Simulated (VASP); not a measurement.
Crystal: BaSb12Ru4.

```xyz
17
Lattice="-4.6904 4.6904 4.6904 4.6904 -4.6904 4.6904 4.6904 4.6904 -4.6904" Properties=species:S:1:pos:R:3 pbc="T T T"
Ba    0.0000    0.0000    0.0000
Sb    6.1493    1.5001    0.0000
Sb    3.2315    1.5001    0.0000
Sb    0.0000    6.1493    1.5001
Sb    3.1903    4.6904    1.4589
Sb    4.6904    1.4589    3.1903
Sb    3.1903    4.6904   -1.4589
Sb    0.0000    3.2315    1.5001
Sb    1.5001    0.0000    3.2315
Sb    1.5001    0.0000    6.1493
Sb    4.6904   -1.4589    3.1903
Sb    1.4589    3.1903    4.6904
Sb   -1.4589    3.1903    4.6904
Ru    2.3452    2.3452   -2.3452
Ru   -2.3452    2.3452    2.3452
Ru    2.3452   -2.3452    2.3452
Ru    2.3452    2.3452    2.3452
```

| Quantity | Value |
| --- | --- |
| Program | VASP 6.6.1 |
| Task | relaxation of cell and atoms |
| Functional | PBEsol |
| Potentials or basis | VASP PAW PBE potentials, release 64 (Ba_sv, Sb, Ru_pv) |
| Cutoff | 600 eV |
| k mesh | 6 × 6 × 6 |
| Occupations | methfessel-paxton, width 0.1 eV |
| Spin | no spin polarisation |

At the start: pressure -2.4 GPa; volume 24.28 Å³/atom.

Task: Where does the relaxation end?

Result: Over 6 steps the energy falls by 4.8 meV/atom and the volume is 23.71 Å³/atom (-2.3 %); space group Im-3 (No. 204, to 0.1 Å) before and after.

Step by step:
| step | energy change (eV) | largest force (eV/Å) | pressure (GPa) | volume (Å³) |
| --- | --- | --- | --- | --- |
| 1 | 0.0000 | 0.1552 | -2.37 | 412.75 |
| 2 | 0.0339 | 0.0271 | 3.28 | 391.64 |
| 3 | -0.0782 | 0.0800 | 0.03 | 402.92 |
| 4 | -0.0782 | 0.0785 | 0.09 | 402.72 |
| 5 | -0.0807 | 0.0363 | 0.07 | 402.92 |
| 6 | -0.0814 | 0.0087 | 0.05 | 403.11 |

Final structure:
```xyz
17
Lattice="-4.6536 4.6536 4.6536 4.6536 -4.6536 4.6536 4.6536 4.6536 -4.6536" Properties=species:S:1:pos:R:3 pbc="T T T"
Ba    0.0000    0.0000    0.0000
Sb    6.1088    1.4952    0.0000
Sb    3.1984    1.4952    0.0000
Sb    0.0000    6.1088    1.4952
Sb    3.1584    4.6536    1.4552
Sb    4.6536    1.4552    3.1584
Sb    3.1584    4.6536   -1.4552
Sb    0.0000    3.1984    1.4952
Sb    1.4952    0.0000    3.1984
Sb    1.4952    0.0000    6.1088
Sb    4.6536   -1.4552    3.1584
Sb    1.4552    3.1584    4.6536
Sb   -1.4552    3.1584    4.6536
Ru    2.3268    2.3268   -2.3268
Ru   -2.3268    2.3268    2.3268
Ru    2.3268   -2.3268    2.3268
Ru    2.3268    2.3268    2.3268
```

Caveat: the PAW data sets were made with another functional, which shifts forces and pressure a little.
